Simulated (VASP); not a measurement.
# WS2 in VASP: further runs, part 2 of 2

VASP 6.6.1. Earlier steps stand in the parts before.

### 3 Single point, r2SCAN (biaxial strain in the a-b plane: +3.0 %)

File POSCAR:

```
WS2
1.0
    3.2768977966      0.0000000000      0.0000000000
   -1.6384488983      2.8378767375      0.0000000000
    0.0000000000      0.0000000000     28.1796661417
W S
3 6
Direct
    0.6666666667      0.3333333333      0.5000000000
    0.3333333333      0.6666666667      0.7280976500
    0.3333333333      0.6666666667      0.2719023500
    0.6666666667      0.3333333333      0.7823152288
    0.6666666667      0.3333333333      0.3261419729
    0.3333333333      0.6666666667      0.5542363827
    0.6666666667      0.3333333333      0.6738580271
    0.6666666667      0.3333333333      0.2176847712
    0.3333333333      0.6666666667      0.4457636173
```

File INCAR.step1:

```
PREC = Accurate
ENCUT = 520
ISMEAR = 0
SIGMA = 0.02
LREAL = False
LASPH = True
NELM = 80
NBANDS = 49
GGA = PE
ALGO = Normal
EDIFF = 1E-4
LWAVE = True
LCHARG = False
```

File INCAR.step2:

```
PREC = Accurate
ENCUT = 520
EDIFF = 1E-6
ISMEAR = 0
SIGMA = 0.02
LREAL = False
LASPH = True
NELM = 80
ALGO = Normal
ISIF = 2
LWAVE = False
LCHARG = True
METAGGA = R2SCAN
LMIXTAU = True
LELF = True
LVHAR = True
NBANDS = 49
ISTART = 1
```

File KPOINTS:

```
Automatic mesh
0
Gamma
  12 12 1
```

Potentials or basis: VASP PAW PBE potentials, release 64 (W_sv, S).

Run with:

```
$ cat potpaw_PBE.64/W_sv/POTCAR potpaw_PBE.64/S/POTCAR > POTCAR
$ cp INCAR.step1 INCAR
$ mpirun -np 1 vasp_std > vasp.out
$ cp INCAR.step2 INCAR
$ mpirun -np 1 vasp_std > vasp.out
```

OUTCAR:

```text
PREC = Accurate
   ENCUT = 520
   EDIFF = 1E-6
   ISMEAR = 0
   LREAL = False
   LASPH = True
   NELM = 80
   ISIF = 2
   METAGGA = R2SCAN
   ISTART = 1

 ion  position               nearest neighbor table
   1  0.667  0.333  0.500-   6 2.43   9 2.43   6 2.43   9 2.43   6 2.43   9 2.43
   2  0.333  0.667  0.728-   4 2.43   4 2.43   4 2.43   7 2.43   7 2.43   7 2.43
   3  0.333  0.667  0.272-   8 2.43   8 2.43   8 2.43   5 2.43   5 2.43   5 2.43
   4  0.667  0.333  0.782-   2 2.43   2 2.43   2 2.43
   5  0.667  0.333  0.326-   3 2.43   3 2.43   3 2.43
   6  0.333  0.667  0.554-   1 2.43   1 2.43   1 2.43
   7  0.667  0.333  0.674-   2 2.43   2 2.43   2 2.43
   8  0.667  0.333  0.218-   3 2.43   3 2.43   3 2.43
   9  0.333  0.667  0.446-   1 2.43   1 2.43   1 2.43

  LATTYP: Found a hexagonal cell.
 ALAT       =     3.2768977966
 C/A-ratio  =     8.5994949769

  Lattice vectors:

 A1 = (   3.2768977966,   0.0000000000,   0.0000000000)
 A2 = (  -1.6384488983,   2.8378767375,   0.0000000000)
 A3 = (   0.0000000000,   0.0000000000,  28.1796661417)

Analysis of symmetry for initial positions (statically):
=====================================================================
 Subroutine PRICEL returns:
 Original cell was already a primitive cell.

 Routine SETGRP: Setting up the symmetry group for a
 hexagonal supercell.

 Subroutine GETGRP returns: Found 12 space group operations
 (whereof 12 operations were pure point group operations)
 out of a pool of 24 trial point group operations.

The static configuration has the point symmetry D_3h.

Analysis of symmetry for dynamics (positions and initial velocities):
=====================================================================
 Subroutine PRICEL returns:
 Original cell was already a primitive cell.

[... 138 lines left out ...]
  Thomas-Fermi vector in A             =   2.229333
   LORBIT       =      0    0 simple, 1 ext, 2 COOP (PROOUT), +10 PAW based schemes
   METAGGA = R2SCAN    functional components
   LHFCALC =     F    Hartree Fock is set to
   AEXX    =    0.0000 exact exchange contribution
   IVDW    =     0    specifies the selected vdW correction
   LEPSILON=     F    determine dielectric tensor
   LRPA    =     F    only Hartree local field effects (RPA)
 non-spin polarized calculation
 Gauss-broadening in eV      SIGMA  =   0.02
  energy-cutoff  :      520.00
  volume of cell :      262.05
 maximum number of plane-waves:      7152
   NGX = 13   NGY = 13   NGZ =105

 number of electron      77.9999989 magnetization

 Free energy of the ion-electron system (eV)
  ---------------------------------------------------
  ext. energy  EPLUGINS =         0.00000000
  ---------------------------------------------------
  free energy    TOTEN  =      -209.95068754 eV

  energy without entropy =     -209.95068754  energy(sigma->0) =     -209.95068754

 E-fermi :   2.6035     XC(G=0):  -7.6565

 val. band max:        2.4399621266   @ k =   0.0000   0.0000   0.0000
 cond. band min:       3.2382488395   @ k =   0.3333   0.3333   0.0000
 fundamental gap:      0.7982867129
 Fermi energy:         2.6034918937

 k-point     1 :       0.0000    0.0000    0.0000
  band No.  band energies     occupation
      1     -74.3448      2.00000
      2     -74.3439      2.00000
      3     -74.3439      2.00000
      4     -37.8627      2.00000
      5     -37.8616      2.00000
      6     -37.8616      2.00000
[... 977 lines left out ...]
     48       5.8125      0.00000
     49       7.1179      0.00000

------------------------ aborting loop because EDIFF is reached ----------------------------------------

  FORCE on cell =-STRESS in cart. coord.  units (eV):
  Direction    XX          YY          ZZ          XY          YZ          ZX
  --------------------------------------------------------------------------------------
  -------------------------------------------------------------------------------------
  Total       -8.7115250     -8.7115250      0.1814862      0.0000000      0.0000000      0.0000000
  in kB      -53.2613908    -53.2613908      1.1095886      0.0000000      0.0000000      0.0000000
  external PRESSURE =     -35.1377310 kB  Pullay stress =       0.0000000 kB

 VOLUME and BASIS-vectors are now :
 -----------------------------------------------------------------------------
  energy-cutoff  :      520.00
  volume of cell :      262.05
      direct lattice vectors                 reciprocal lattice vectors
     3.276897797  0.000000000  0.000000000     0.305166674  0.176188061  0.000000000
    -1.638448898  2.837876737  0.000000000     0.000000000  0.352376122  0.000000000
     0.000000000  0.000000000 28.179666142     0.000000000  0.000000000  0.035486581

 POSITION                                       TOTAL-FORCE (eV/Angst)
 -----------------------------------------------------------------------------------
      1.63845      0.94596     14.08983         0.000000     -0.000000     -0.000000
     -0.00000      1.89192     20.51755        -0.000000      0.000000     -0.000260
     -0.00000      1.89192      7.66212         0.000000     -0.000000      0.000260
      1.63845      0.94596     22.04538        -0.000000     -0.000000      0.025547
      1.63845      0.94596      9.19057         0.000000      0.000000      0.020065
     -0.00000      1.89192     15.61820         0.000000     -0.000000      0.020738
      1.63845      0.94596     18.98909         0.000000     -0.000000     -0.020065
      1.63845      0.94596      6.13428        -0.000000      0.000000     -0.025547
     -0.00000      1.89192     12.56147         0.000000     -0.000000     -0.020738
 -----------------------------------------------------------------------------------
    total drift:                               -0.000000      0.000000     -0.000000

  FREE ENERGIE OF THE ION-ELECTRON SYSTEM (eV)
  ---------------------------------------------------
  free  energy   TOTEN  =      -209.9506875404 eV

  energy  without entropy=     -209.9506875404  energy(sigma->0) =     -209.95068754
```

OSZICAR.step1:

```text
N       E                     dE             d eps       ncg     rms          rms(c)
DAV:   1     0.761145003467E+03    0.76115E+03   -0.41871E+04  2182   0.146E+03
DAV:   2    -0.175463861379E+02   -0.77869E+03   -0.75302E+03  2219   0.386E+02
DAV:   3    -0.730693596441E+02   -0.55523E+02   -0.54564E+02  2300   0.978E+01
DAV:   4    -0.752606725651E+02   -0.21913E+01   -0.21774E+01  2492   0.193E+01
DAV:   5    -0.753241704502E+02   -0.63498E-01   -0.63414E-01  2435   0.344E+00    0.424E+01
DAV:   6    -0.712926236538E+02    0.40315E+01   -0.20530E+01  2175   0.220E+01    0.188E+01
DAV:   7    -0.709690452382E+02    0.32358E+00   -0.46676E+00  2195   0.902E+00    0.758E+00
DAV:   8    -0.707847495602E+02    0.18430E+00   -0.64628E-01  2309   0.425E+00    0.188E+00
DAV:   9    -0.707874287530E+02   -0.26792E-02   -0.88368E-02  2482   0.121E+00    0.101E+00
DAV:  10    -0.707844808089E+02    0.29479E-02   -0.28559E-02  2339   0.890E-01    0.306E-01
DAV:  11    -0.707841845692E+02    0.29624E-03   -0.43477E-03  2380   0.349E-01    0.180E-01
DAV:  12    -0.707840545638E+02    0.13001E-03   -0.41554E-04  2027   0.111E-01    0.631E-02
DAV:  13    -0.707840408839E+02    0.13680E-04   -0.10208E-04  1499   0.492E-02
   1 F= -.70784041E+02 E0= -.70784041E+02  d E =-.465404E-16
```

Run time: 8.7 min. Hardware: 1 thread of Intel Xeon 6975P-C (Granite Rapids), shared host; peak memory 0.48 GiB.

Results:

```
Free energy            : -209.9507 eV
Largest force          : 0.026 eV/Å
Band gap on the k mesh : 0.80 eV, indirect (least direct gap 1.53 eV)
```

Forces on the atoms (eV/Å):
```
W    0.000  0.000  0.000
W    0.000  0.000  0.000
W    0.000  0.000  0.000
S    0.000  0.000  0.026
S    0.000  0.000  0.020
S    0.000  0.000  0.021
S    0.000  0.000 -0.020
S    0.000  0.000 -0.026
S    0.000  0.000 -0.021
```

Levels at points of the mesh, in eV from the valence-band top:
```tsv
k point	band 35	band 36	band 37	band 38	band 39	band 40	band 41	band 42	band 43	band 44
(0.00, 0.00, 0.00)	-2.58	-1.98	-0.57	-0.25	0.00	2.15	2.15	2.16	2.16	2.16
(0.50, 0.00, 0.00)	-2.39	-2.36	-1.62	-1.57	-1.52	1.89	1.91	1.92	2.33	2.36
```

Caveat: the cell differs from its parent crystal (biaxial strain in the a-b plane: +3.0 %); the PAW data sets were made with another functional, which shifts forces and pressure a little; spin-orbit coupling is left out, which moves the levels of the heavy elements.

### 4 Single point, r2SCAN (biaxial strain in the a-b plane: +3.0 %, then relaxed in part)

File POSCAR:

```
WS2
1.0
    3.2768977966      0.0000000000      0.0000000000
   -1.6384488983      2.8378767375      0.0000000000
    0.0000000000      0.0000000000     28.2185831492
W S
3 6
Direct
    0.6666666667      0.3333333333      0.5000000000
    0.3333333333      0.6666666667      0.7286117964
    0.3333333333      0.6666666667      0.2713882036
    0.6666666667      0.3333333333      0.7827766123
    0.6666666667      0.3333333333      0.3255694469
    0.3333333333      0.6666666667      0.5541754235
    0.6666666667      0.3333333333      0.6744305531
    0.6666666667      0.3333333333      0.2172233877
    0.3333333333      0.6666666667      0.4458245765
```

File INCAR.step1:

```
SYSTEM = WS2
PREC = Accurate
ENCUT = 520
ISMEAR = 0
SIGMA = 0.02
LREAL = .False.
LASPH = .True.
NELM = 100
NBANDS = 49
GGA = PE
ALGO = Normal
EDIFF = 1E-4
LWAVE = .True.
LCHARG = .False.
```

File INCAR.step2:

```
SYSTEM = WS2
PREC = Accurate
ENCUT = 520
EDIFF = 1E-6
ISMEAR = 0
SIGMA = 0.02
LREAL = .False.
LASPH = .True.
NELM = 100
ALGO = Normal
ISIF = 2
LWAVE = .False.
LCHARG = .False.
METAGGA = R2SCAN
LMIXTAU = .True.
NBANDS = 49
ISTART = 1
```

File KPOINTS:

```
regular mesh
0
Gamma
  12 12 1
  0 0 0
```

Run with:

```
$ cat potpaw_PBE.64/W_sv/POTCAR potpaw_PBE.64/S/POTCAR > POTCAR
$ cp INCAR.step1 INCAR
$ mpirun -np 1 vasp_std > vasp.out
$ cp INCAR.step2 INCAR
$ mpirun -np 1 vasp_std > vasp.out
```

Run time: 8.7 min. Hardware: 1 thread of Intel Xeon 6975P-C (Granite Rapids), shared host; peak memory 0.48 GiB.

Results (log left out):

```yaml
Free_energy: -209.9509 eV
Largest_force: 0.016 eV/Å
Band_gap_on_the_k_mesh: 0.81 eV, indirect (least direct gap 1.53 eV)
```

Forces on the atoms (eV/Å):
```
W    0.000  0.000  0.000
W    0.000  0.000  0.002
W    0.000  0.000 -0.002
S    0.000  0.000  0.013
S    0.000  0.000  0.014
S    0.000  0.000  0.016
S    0.000  0.000 -0.014
S    0.000  0.000 -0.013
S    0.000  0.000 -0.016
```

Levels at points of the mesh, in eV from the valence-band top:
| k point | band 37 | band 38 | band 39 | band 40 | band 41 | band 42 |
| --- | --- | --- | --- | --- | --- | --- |
| (0.00, 0.00, 0.00) | -0.56 | -0.25 | 0.00 | 2.16 | 2.16 | 2.17 |
| (0.50, 0.00, 0.00) | -1.61 | -1.56 | -1.52 | 1.90 | 1.92 | 1.92 |

Caveat: the cell differs from its parent crystal (biaxial strain in the a-b plane: +3.0 %, then relaxed in part); the PAW data sets were made with another functional, which shifts forces and pressure a little; spin-orbit coupling is left out, which moves the levels of the heavy elements.

### 5 The runs side by side

```tsv
cell	gap on the mesh (eV)	largest force (eV/Å)
a = 3.181, b = 3.181, c = 29.557 Å, angles 90.0, 90.0, 120.0°, 9 atoms	1.50	0.02
a = 3.277, b = 3.277, c = 28.180 Å, angles 90.0, 90.0, 120.0°, 9 atoms	0.80	0.03
a = 3.277, b = 3.277, c = 28.219 Å, angles 90.0, 90.0, 120.0°, 9 atoms	0.81	0.02
```

Alike in all rows: task single point; level r2SCAN; potentials or basis VASP PAW PBE potentials, release 64 (W_sv, S); no spin polarisation; k mesh 12 × 12 × 1; cutoff (eV) 520; smearing gaussian 0.02 eV.

Caveats: the PAW data sets were made with another functional, which shifts forces and pressure a little; spin-orbit coupling is left out, which moves the levels of the heavy elements.

Total energies depend on the potentials used, so only differences within one code and one set of settings carry meaning.
